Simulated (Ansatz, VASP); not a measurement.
## Two plane-wave programs on TiB4

```
CELL_PARAMETERS angstrom
3.01116 0.00000 0.00000
-1.50558 2.60774 0.00000
0.00000 0.00000 4.99065
ATOMIC_POSITIONS crystal
Ti 0.00000 0.00000 0.00000
B 0.33333 0.66667 0.69191
B 0.66667 0.33333 0.69191
B 0.33333 0.66667 0.30809
B 0.66667 0.33333 0.30809
```

Alike in both runs: functional PBE; dispersion D3(BJ); k mesh 12 × 12 × 8; occupations gaussian, width 0.1 eV; no spin polarisation.

Ansatz relaxed the structure, and its values are those at the end. VASP's run is a single point on that final structure, the one shown.

|  | VASP | Ansatz |
| --- | --- | --- |
| version | VASP 6.6.1 | Ansatz 0.2.0 |
| potentials or method | VASP PAW PBE potentials, release 64 (Ti_sv, B), cutoff 520 eV | scalar-relativistic, plane waves, PAW |
| valence electrons in the cell | 24 | 24 |

Ansatz gave:

| Quantity | Value |
| --- | --- |
| gap on the k mesh at the Fermi level (eV) | none |
| pressure (GPa) | 0.0 |

Problem. Estimate VASP's values.

Solution. gap on the k mesh at the Fermi level (eV): none; pressure (GPa): 0.1.

A gap of «none» marks a metal or a gap that the smearing closes.
